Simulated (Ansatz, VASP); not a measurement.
# Ir in VASP and in Ansatz

```
CELL_PARAMETERS angstrom
0.00000 1.92696 1.92696
1.92696 0.00000 1.92696
1.92696 1.92696 0.00000
ATOMIC_POSITIONS crystal
Ir 0.00000 0.00000 0.00000
```

Alike in both runs: task single point; functional PBE; k mesh 10 × 10 × 10; occupations methfessel-paxton of order 1, width 0.049 eV; no spin polarisation; Hubbard terms Ir d U = 7.0 eV, J = 0.59 eV.

```csv
,VASP,Ansatz
version,VASP 6.6.1,Ansatz 0.2.0
potentials or method,"VASP PAW PBE potentials, release 64 (Ir_sv_GW)","scalar-relativistic, plane waves, PAW"
plane-wave cutoff (eV),500,420
valence electrons in the cell,17,17
```

Ansatz gave:

| Quantity | Value |
| --- | --- |
| gap on the k mesh at the Fermi level (eV) | none |
| pressure (GPa) | 4.9 |

Estimate VASP's values.

gap on the k mesh at the Fermi level (eV): none; pressure (GPa): -3.3.

The programs project onto different local orbitals, so the same U acts differently, and such runs can settle in different states. A gap of «none» marks a metal or a gap that the smearing closes. Ansatz's warnings: filled band counts differ across k points.

Spin-orbit coupling is off throughout.
